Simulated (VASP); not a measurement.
Here is a VASP 6.6.1 calculation.

File INCAR:

```
SYSTEM = NaCl
PREC     = Accurate       ! precision mode
ENCUT    = 520            ! plane-wave cutoff, eV
EDIFF    = 1E-6           ! SCF threshold, eV
ISMEAR   = -1             ! smearing method
SIGMA    = 0.03           ! smearing width, eV
LREAL    = .FALSE.        ! projectors in reciprocal space
LASPH    = .TRUE.         ! aspherical terms in the spheres
NELM     = 80             ! most SCF steps
ALGO     = Normal         ! electronic algorithm
ISIF     = 2              ! what is computed and relaxed
LWAVE    = .FALSE.        ! write WAVECAR
LCHARG   = .FALSE.        ! write CHGCAR
GGA      = PE             ! functional
NBANDS   = 14             ! bands
```

File KPOINTS:

```
Automatic mesh
0
G
  7 7 7
  0 0 0
```

File POSCAR:

```
NaCl
1.0
    0.0000000000      2.7184800000      2.8317500000
    2.7184800000      0.0000000000      2.8317500000
    2.7184800000      2.7184800000      0.0000000000
Na Cl
1 1
Direct
    0.0000000000      0.0000000000      0.0000000000
    0.5000000000      0.5000000000      0.5000000000
```

Potentials or basis: VASP PAW PBE potentials, release 64 (Na_pv, Cl).

Run with:

```console
$ cat potpaw_PBE.64/Na_pv/POTCAR potpaw_PBE.64/Cl/POTCAR > POTCAR
$ mpirun -np 1 vasp_std > vasp.out
```

(1) Estimate the band gap on the k mesh.

(2) Estimate the pressure.

## Answers

(1) 5.37 eV, direct.

(2) 3.0 GPa.

Caveat: the cell differs from its parent crystal (x and y stretched by -4 %, z held).
